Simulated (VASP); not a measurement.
# ZrB (I4/mmm) in VASP: a series of runs

Runs on ZrB. Level: LDA. Tasks: single point.

All numbers are computed with VASP 6.6.1; they aren't measurements. Logs are shortened: lines on timing, memory, paths and dates and some standing lists are left out, and cuts for length are marked.

## (1) The cell of the first run

The structure is tetragonal, space group I4/mmm (No. 139). Conventional cell: a = 3.409 Å, b = 3.409 Å, c = 4.269 Å, α = 90.00°, β = 90.00°, γ = 90.00°. Zr (site symmetry 4/mmm) has 6 B at 2.13 to 2.41 Å within 2.8 Å. Within 2.8 Å of B (site symmetry 4/mmm) lie 6 Zr at 2.13 to 2.41 Å.

## (2) Single point, LDA (12.40 Å³/atom)

INCAR

```
SYSTEM = ZrB
PREC = Accurate ; ENCUT = 520
EDIFF = 1E-6 ; ISMEAR = 0
SIGMA = 0.15 ; LREAL = .False.
LASPH = .True. ; NELM = 100
ALGO = Normal ; ISIF = 2
LWAVE = .False. ; LCHARG = .True.
LELF = .True. ; LVHAR = .True.
NBANDS = 14
```

KPOINTS

```
regular mesh
0
Gamma
  18 18 18
  0 0 0
```

POSCAR

```
ZrB
1.0
    0.0000000000      2.4102200094      2.1347318624
    2.4102200094      0.0000000000      2.1347318624
    2.4102200094      2.4102200094      0.0000000000
Zr B
1 1
Direct
    0.0000000000      0.0000000000      0.0000000000
    0.5000000000      0.5000000000      0.5000000000
```

Potentials or basis: VASP PAW LDA potentials, release 64 (Zr_sv, B).

Launch:

```bash
> cat potpaw_LDA.64/Zr_sv/POTCAR potpaw_LDA.64/B/POTCAR > POTCAR
> mpirun -np 1 vasp_std > vasp.out
```

OUTCAR:

```text
SYSTEM = ZrB
   PREC = Accurate
   ENCUT = 520
   EDIFF = 1E-6
   ISMEAR = 0
   LREAL = .False.
   LASPH = .True.
   NELM = 100
   ISIF = 2

 ion  position               nearest neighbor table
   1  0.000  0.000  0.000-   2 2.13   2 2.13   2 2.41   2 2.41   2 2.41   2 2.41
   2  0.500  0.500  0.500-   1 2.13   1 2.13   1 2.41   1 2.41   1 2.41   1 2.41

  LATTYP: Found a body centered tetragonal cell.
 ALAT       =     3.4085658256
 C/A-ratio  =     1.2525689522

  Lattice vectors:

 A1 = (   0.0000000000,  -2.4102200094,  -2.1347318624)
 A2 = (   0.0000000000,   2.4102200094,  -2.1347318624)
 A3 = (   2.4102200094,   0.0000000000,   2.1347318624)

Analysis of symmetry for initial positions (statically):
=====================================================================
 Subroutine PRICEL returns:
 Original cell was already a primitive cell.

 Routine SETGRP: Setting up the symmetry group for a
 body centered tetragonal supercell.

 Subroutine GETGRP returns: Found 16 space group operations
 (whereof 16 operations were pure point group operations)
 out of a pool of 16 trial point group operations.

The static configuration has the point symmetry D_4h.

Analysis of symmetry for dynamics (positions and initial velocities):
=====================================================================
 Subroutine PRICEL returns:
 Original cell was already a primitive cell.

 Routine SETGRP: Setting up the symmetry group for a
 body centered tetragonal supercell.

 Subroutine GETGRP returns: Found 16 space group operations
 (whereof 16 operations were pure point group operations)
 out of a pool of 16 trial point group operations.

The dynamic configuration has the point symmetry D_4h.

 Subroutine INISYM returns: Found 16 space group operations
 (whereof 16 operations are pure point group operations),
 and found     1 'primitive' translations

----------------------------------------------------------------------------------------

                                     Primitive cell

  volume of cell :      24.8020

  direct lattice vectors                    reciprocal lattice vectors
     0.000000000  2.410220009  2.134731862    -0.207449942  0.207449942  0.234221454
     2.410220009  0.000000000  2.134731862     0.207449942 -0.207449942  0.234221454
     2.410220009  2.410220009  0.000000000     0.207449942  0.207449942 -0.234221454

  length of vectors
     3.219664675  3.219664675  3.408565826     0.375407307  0.375407307  0.375407307

  position of ions in fractional coordinates (direct lattice)
[... 91 lines left out ...]
   NUPDOWN=      -1.0000    fix difference up-down
   EMIN   =  10.00;   EMAX   =-10.00  energy-range for DOS
   EFERMI =   0.00;   METHOD = LEGACY
   ISMEAR =     0;   SIGMA  =   0.15  broadening in eV -4-tet -1-fermi 0-gaus
   EFERMI_NEDOS =   21; number of points for ismear=-14 and -15
   IALGO  =     38    algorithm
   IMIX   =      4    mixing-type and parameters
     AMIX     =   0.40;   BMIX     =  1.00
     AMIX_MAG =   1.60;   BMIX_MAG =  1.00
  volume/ion in A,a.u.               =      12.40        83.69
  Fermi-wavevector in a.u.,A,eV,Ry     =   1.384447  2.616226 26.078200  1.916694
  Thomas-Fermi vector in A             =   2.508950
   LORBIT       =      0    0 simple, 1 ext, 2 COOP (PROOUT), +10 PAW based schemes
   GGA     = CA    functional components
   LHFCALC =     F    Hartree Fock is set to
   AEXX    =    0.0000 exact exchange contribution
   IVDW    =     0    specifies the selected vdW correction
   LEPSILON=     F    determine dielectric tensor
   LRPA    =     F    only Hartree local field effects (RPA)
 non-spin polarized calculation
 Gauss-broadening in eV      SIGMA  =   0.15
  energy-cutoff  :      520.00
  volume of cell :       24.80
 maximum number of plane-waves:       684
   NGX = 11   NGY = 11   NGZ = 13

 number of electron      15.0000000 magnetization

 Free energy of the ion-electron system (eV)
  ---------------------------------------------------
  ext. energy  EPLUGINS =         0.00000000
  ---------------------------------------------------
  free energy    TOTEN  =       -16.89620310 eV

  energy without entropy =      -16.87987129  energy(sigma->0) =      -16.88803720

 E-fermi :   9.2366     XC(G=0): -12.4289

 val. band max:        9.2341283726   @ k =  -0.1667   0.2778   0.1667
 cond. band min:       9.2372568922   @ k =  -0.2222   0.1667   0.0556
 fundamental gap:      0.0031285196
 Fermi energy:         9.2366397969

 k-point     1 :       0.0000    0.0000    0.0000
  band No.  band energies     occupation
      1     -37.4212      2.00000
      2     -15.4534      2.00000
      3     -15.2398      2.00000
      4     -15.2398      2.00000
      5       0.8597      2.00000
      6      10.5434      0.00000
      7      10.5434      0.00000
      8      11.9147      0.00000
      9      12.0834      0.00000
     10      12.5679      0.00000
     11      12.5679      0.00000
     12      12.8950      0.00000
     13      13.7262      0.00000
     14      20.4300      0.00000
[... 377 lines left out ...]
      1     -37.3590      2.00000
      2     -15.8101      2.00000
      3     -15.4054      2.00000
      4     -15.3190      2.00000
      5       2.2737      2.00000
      6       8.1210      2.00000
      7       8.6124      2.00000
      8       9.5962      0.00070
      9      12.0365      0.00000
     10      13.1008      0.00000
     11      14.2220      0.00000
     12      17.7360      0.00000
     13      18.0149      0.00000
     14      22.3304      0.00000

 [... further k-points ...]

------------------------ aborting loop because EDIFF is reached ----------------------------------------

  FORCE on cell =-STRESS in cart. coord.  units (eV):
  Direction    XX          YY          ZZ          XY          YZ          ZX
  --------------------------------------------------------------------------------------
  -------------------------------------------------------------------------------------
  Total        2.1682869      2.1682869     10.1210403      0.0000000     -0.0000000      0.0000000
  in kB      140.0685498    140.0685498    653.8061980      0.0000000     -0.0000000      0.0000000
  external PRESSURE =     311.3144326 kB  Pullay stress =       0.0000000 kB

 VOLUME and BASIS-vectors are now :
 -----------------------------------------------------------------------------
  energy-cutoff  :      520.00
  volume of cell :       24.80
      direct lattice vectors                 reciprocal lattice vectors
     0.000000000  2.410220009  2.134731862    -0.207449942  0.207449942  0.234221454
     2.410220009  0.000000000  2.134731862     0.207449942 -0.207449942  0.234221454
     2.410220009  2.410220009  0.000000000     0.207449942  0.207449942 -0.234221454

 POSITION                                       TOTAL-FORCE (eV/Angst)
 -----------------------------------------------------------------------------------
      0.00000      0.00000      0.00000         0.000000      0.000000      0.000000
      2.41022      2.41022      2.13473        -0.000000     -0.000000     -0.000000
 -----------------------------------------------------------------------------------
    total drift:                                0.000000     -0.000000     -0.000000

  FREE ENERGIE OF THE ION-ELECTRON SYSTEM (eV)
  ---------------------------------------------------
  free  energy   TOTEN  =       -16.8962030970 eV

  energy  without entropy=      -16.8798712939  energy(sigma->0) =      -16.88803720
```

Wall time 46 s (1 thread of Intel Xeon 6975P-C (Granite Rapids), shared host); peak memory 0.27 GiB.

What came out:

| Property | Result |
| --- | --- |
| Free energy | -16.8962 eV |
| Pressure | 31.1 GPa |
| Band gap on the k mesh | zero (an odd number of electrons rules out a gap without spin polarisation) |

Caveat: the cell stands under pressure.

## (3) Single point, LDA (12.40 Å³/atom)

INCAR

```
  ALGO = Normal
  EDIFF = 1E-7
  ENCUT = 520
  ISIF = 2
  ISMEAR = 0
  LASPH = T
  LCHARG = T
  LELF = T
  LREAL = F
  LVHAR = T
  LWAVE = F
  NBANDS = 14
  NELM = 80
  PREC = Accurate
  SIGMA = 0.15
```

KPOINTS

```
k-points
0
Gamma
  18 18 18
```

POSCAR

```
ZrB
1.0
    0.0000000000      2.2229050980      2.5096598557
    2.2229050980      0.0000000000      2.5096598557
    2.2229050980      2.2229050980      0.0000000000
Zr B
1 1
Direct
    0.0000000000      0.0000000000      0.0000000000
    0.5000000000      0.5000000000      0.5000000000
```

Potentials or basis: VASP PAW LDA potentials, release 64 (Zr_sv, B).

Launch:

```bash
> cat potpaw_LDA.64/Zr_sv/POTCAR potpaw_LDA.64/B/POTCAR > POTCAR
> mpirun -np 1 vasp_std > vasp.out
```

Run time: 85 s. Hardware: 1 thread of Intel Xeon 6975P-C (Granite Rapids), shared host; peak memory 0.28 GiB.

Results (log left out):

```yaml
Free_energy: -16.8844 eV
Pressure: 33.0 GPa
Band_gap_on_the_k_mesh: zero (an odd number of electrons rules out a gap without spin polarisation)
```

Stress tensor (GPa, compression positive):
```
51.16  0.00  0.00
 0.00 51.16  0.00
 0.00  0.00 -3.42
```

Levels at points of the mesh, in eV from the Fermi level:
| k point | band 4 | band 5 | band 6 | band 7 | band 8 | band 9 | band 10 | band 11 | band 12 | band 13 |
| --- | --- | --- | --- | --- | --- | --- | --- | --- | --- | --- |
| (0.00, 0.00, 0.00) | -24.41 | -8.28 | 0.91 | 2.35 | 2.35 | 2.58 | 3.22 | 4.08 | 4.08 | 4.33 |
| (0.50, 0.00, 0.00) | -24.42 | -4.29 | -3.31 | -1.85 | -1.45 | 5.44 | 6.15 | 7.59 | 8.17 | 11.76 |
| (0.50, 0.50, 0.00) | -24.65 | -6.56 | -1.20 | -1.17 | 3.12 | 3.12 | 5.42 | 6.81 | 6.81 | 9.74 |
| (0.50, 0.00, 0.50) | -24.66 | -6.52 | -1.24 | 0.34 | 1.98 | 2.72 | 5.26 | 6.00 | 7.60 | 11.42 |

Caveat: the cell stands under pressure.
